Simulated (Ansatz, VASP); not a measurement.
# F: VASP beside Ansatz

File INCAR:

```
PREC = Accurate ; ENCUT = 600
EDIFF = 1E-6 ; ISMEAR = -1
SIGMA = 0.05 ; LREAL = F
LASPH = T ; NELM = 80
ALGO = Normal ; ISIF = 3
LWAVE = F ; LCHARG = F
GGA = PE ; IBRION = 2
NSW = 60 ; EDIFFG = -0.005
```

The input KPOINTS:

```
regular mesh
0
Gamma
  13 13 13
```

POSCAR

```
F
1.0
    0.0000000000      2.5328985096      2.5328985096
    2.5328985096      0.0000000000      2.5328985096
    2.5328985096      2.5328985096      0.0000000000
F
2
Direct
   -0.1250000000     -0.1250000000     -0.1250000000
    0.1250000000      0.1250000000      0.1250000000
```

Input for Ansatz:

```yaml
crystal:
  lattice:
    - [0.0, 2.5328985096, 2.5328985096]
    - [2.5328985096, 0.0, 2.5328985096]
    - [2.5328985096, 2.5328985096, 0.0]
  atoms:
    - { symbol: F, position: [-0.125, -0.125, -0.125] }
    - { symbol: F, position: [0.125, 0.125, 0.125] }
kpoints:
  mp_grid: { grid: [13, 13, 13] }
scf:
  occupations: { method: fermi_dirac, width: 0.05 }
hamiltonian:
  xc: pbe
  pseudopotentials: { kind: paw }
output:
  forces: true
  stress: true
  write_density: true
  write_potential: true
  elf: true
  volumetric_format: npy
relax:
  f_tol: 0.005
  max_steps: 40
  cell: {}
```

Alike in both runs: task relaxation of cell and atoms; functional PBE; k mesh 13 × 13 × 13; occupations fermi-dirac, width 0.05 eV; no spin polarisation.

|  | VASP | Ansatz |
| --- | --- | --- |
| version | VASP 6.6.1 | Ansatz 0.2.0 |
| potentials or method | VASP PAW PBE potentials, release 64 (F) | PAW with Ansatz's default frozen-core files, scalar-relativistic |
| plane-wave cutoff (eV) | 600 | 420 |
| valence electrons in the cell | 14 | 14 |

```csv
,VASP,Ansatz,Ansatz less VASP
relaxed volume (Å³/atom),14.28,14.48,+0.203
relaxed length of the cell vector where the two differ most in proportion (Å),3.431,3.447,+0.0162
```
